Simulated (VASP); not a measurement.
Runs of VASP 6.6.1 on GaP. The structure is that of space group F-43m (No. 216), or close to it. The cells are those of the table. 

| task | cell | k mesh | cutoff (eV) | smearing | gap on the mesh (eV) | pressure (GPa) |
| --- | --- | --- | --- | --- | --- | --- |
| single point | a = 3.835, b = 3.835, c = 3.850 Å, angles 60.1, 60.1, 90.0°, 2 atoms | 8 × 8 × 8 | 520 | gaussian 0.01 eV | 1.85 | (b) |
| single point | a = 3.777, b = 3.777, c = 3.849 Å, angles 60.6, 60.6, 90.0°, 2 atoms | 8 × 8 × 8 | 520 | gaussian 0.01 eV | 1.67 | 2.1 |
| single point | a = 3.835, b = 3.835, c = 3.853 Å, angles 60.2, 60.2, 90.0°, 2 atoms | 8 × 8 × 8 | 520 | gaussian 0.01 eV | 1.85 | 0.5 |
| single point | a = 3.816, b = 3.816, c = 3.852 Å, angles 60.3, 60.3, 90.0°, 2 atoms | 8 × 8 × 8 | 520 | gaussian 0.01 eV | 1.79 | 1.0 |
| relaxation of cell and atoms | relaxed from a = 3.854 Å, angles 60.0, 60.0, 90.0°, 2 atoms | 12 × 12 × 12 | 600 | fermi-dirac 0.08 eV | 1.85 | 0.0 |
| single point | a = 3.816, b = 3.816, c = 3.847 Å, angles 60.3, 60.3, 90.0°, 2 atoms | 8 × 8 × 8 | 520 | gaussian 0.01 eV | (a) | 1.2 |
| single point | a = 3.893, b = 3.893, c = 3.862 Å, angles 59.7, 59.7, 90.0°, 2 atoms | 8 × 8 × 8 | 520 | gaussian 0.01 eV | 1.76 | -1.2 |

Alike in all rows: level r2SCAN; potentials or basis VASP PAW PBE potentials, release 64 (Ga_d, P); no spin polarisation.

Question: Estimate the missing entries.

Answer: (a) 1.80; (b) 0.6.

Caveats: the PAW data sets were made with another functional, which shifts forces and pressure a little.

A k mesh can miss the band edges, and the runs leave out spin-orbit coupling on Ga.
